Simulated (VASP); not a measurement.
Input of a VASP 6.6.1 run:

File INCAR:

```
ALGO     = Normal         # electronic algorithm
EDIFF    = 1E-6           # SCF threshold, eV
ENCUT    = 500            # plane-wave cutoff, eV
GGA      = PE             # functional
GGA_COMPAT= F            
ISIF     = 2              # what is computed and relaxed
ISMEAR   = 0              # smearing method
LASPH    = T              # aspherical terms in the spheres
LCHARG   = T              # write CHGCAR
LELF     = T              # ELF
LREAL    = F              # projectors in reciprocal space
LVHAR    = T            
LWAVE    = F              # write WAVECAR
NBANDS   = 12             # bands
NELM     = 120            # most SCF steps
PREC     = Accurate       # precision mode
SIGMA    = 0.1            # smearing width, eV
```

KPOINTS

```
k-points
0
Gamma
  18 18 18
```

File POSCAR:

```
Ti
1.0
    0.0000000000      2.1223860057      2.1223860057
    2.1223860057      0.0000000000      2.1223860057
    2.1223860057      2.1223860057      0.0000000000
Ti
1
Direct
    0.0000000000      0.0000000000      0.0000000000
```

Potentials or basis: VASP PAW PBE potentials, release 64 (Ti_sv).

The run is started by

```sh
$ cat potpaw_PBE.64/Ti_sv/POTCAR > POTCAR
$ mpirun -np 1 vasp_std > vasp.out
```

**Question.** Estimate the band gap on the k mesh.

**Answer.** Zero (bands 6 and 7 overlap by 1.19 eV).

**Question.** Estimate the pressure.

**Answer.** -8.8 GPa.

Caveat: the cell stands under tension.
